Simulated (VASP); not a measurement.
Write the native input for VASP 6.6.1 that does the following.

```yaml
Task: single point
Functional: PBE
Potentials_or_basis: VASP PAW PBE potentials, release 64 (Na_pv, Li_sv)
Cutoff: 520 eV
k_mesh: 4 × 4 × 4
Occupations: gaussian, width 0.1 eV
Spin: no spin polarisation
Dipole_correction: no
Further_INCAR_settings: ALGO = Normal; EDIFF = 1e-06; NBANDS = 22
```

The structure of NaLi2 lies in POSCAR:

```
NaLi2
1.0
    0.0000000000      4.2480999988      4.2480999988
    4.2480999988      0.0000000000      4.2480999988
    4.2480999988      4.2480999988      0.0000000000
Na Li
2 4
Direct
    0.0000000000      0.0000000000      0.0000000000
    0.2500000000      0.2500000000      0.2500000000
    0.6250000000      0.6250000000      0.6250000000
    0.1250000000      0.6250000000      0.6250000000
    0.6250000000      0.6250000000      0.1250000000
    0.6250000000      0.1250000000      0.6250000000
```

These files were run (other wordings do the same):

INCAR

```
PREC = Accurate ; ENCUT = 520
EDIFF = 1E-6 ; ISMEAR = 0
SIGMA = 0.1 ; LREAL = False
LASPH = True ; NELM = 60
ALGO = Normal ; ISIF = 2
LWAVE = False ; LCHARG = False
GGA = PE ; NBANDS = 22
```

KPOINTS

```
Automatic mesh
0
Gamma
  4 4 4
```

Potentials or basis: VASP PAW PBE potentials, release 64 (Na_pv, Li_sv).

The run is started by

```console
$ cat potpaw_PBE.64/Na_pv/POTCAR potpaw_PBE.64/Li_sv/POTCAR > POTCAR
$ mpirun -np 1 vasp_std > vasp.out
```

It gave:

The band gap on the k mesh is zero (band 13 reaches 1.58 eV, above the bottom of band 14 at -0.70 eV).

Run time: 23 s on 1 thread of Intel(R) Xeon(R) Platinum 8559C (Emerald Rapids) (shared host), peak memory 0.31 GiB.
